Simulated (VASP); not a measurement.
Input of a VASP 6.6.1 run:

The input INCAR:

```
SYSTEM = H6C2O
  PREC = Accurate
  ENCUT = 520
  EDIFF = 1E-6
  ISMEAR = -1
  SIGMA = 0.05
  LREAL = .False.
  LASPH = .True.
  NELM = 120
  ALGO = Normal
  ISIF = 2
  LWAVE = .False.
  LCHARG = .False.
  GGA = PE
  NBANDS = 49
  GGA_COMPAT = .False.
```

The input KPOINTS:

```
Automatic mesh
0
Gamma
  1 1 1
  0 0 0
```

File POSCAR:

```
H6C2O
1.0
    6.9520530000      0.0000000000      0.0000000000
    0.0000000000      6.9520530000      0.0000000000
    0.0000000000      0.0000000000      6.9520530000
C H O
6 18 3
Direct
    0.0547320338      0.2272997631      0.9041357999
    0.2043137473      0.1453383626      1.0185911989
    0.5634882243      0.2436546442      0.3865620702
    0.6254842994      0.3779890631      0.2127429121
   -0.1509769848      0.8821422967      0.2406914907
   -0.0807387401      0.7845452271      0.0720794275
    0.3072329857      0.1615494013      0.6005707954
    0.4536501664      0.5896243887      1.0782714113
    0.1928063552     -0.0012801974      0.9944544439
    0.0786098725      0.1792564010      1.2310608104
    0.3719045295      0.2774863770      0.5076198355
    0.6036346386      0.1252148106      0.5009455480
    0.4347492748      0.3255585077      0.3283778188
    0.6337696217      0.3974077873      0.0624563708
   -0.3007169249      0.8856808198      0.1605856572
   -0.3922726136      0.4836125386      0.4084404995
    0.2407777961      0.2194028153      0.3615910293
   -0.0375572511      0.9056892978     -0.0364784331
    0.0463172533      0.6494915962      0.7944991213
    0.3876984252      0.3204089497      1.1421949746
    0.7624222658      0.8662620955      0.8090128197
    0.8300425788      0.8714979589      0.5505855608
    0.2610020378      0.4750395315      0.5481114715
    0.3358720079      0.9102634862      0.5438105837
   -0.0584863205      0.9861835058      0.4691707615
    0.6047709935      0.8095594208      0.8250800159
    0.2879868724      0.6105966108      0.5986433072
```

Potentials or basis: VASP PAW PBE potentials, release 64 (C, H, O).

The run is started by

```sh
$ cat potpaw_PBE.64/C/POTCAR potpaw_PBE.64/H/POTCAR potpaw_PBE.64/O/POTCAR > POTCAR
$ mpirun -np 1 vasp_gam > vasp.out
```

(1) Estimate the largest force.

(2) Predict the pressure.

Results:

(1) 7.223 eV/Å.

(2) -10.0 GPa.

Caveat: the k points lie up to 0.90 Å⁻¹ apart, too coarse for converged energies, forces and pressures.
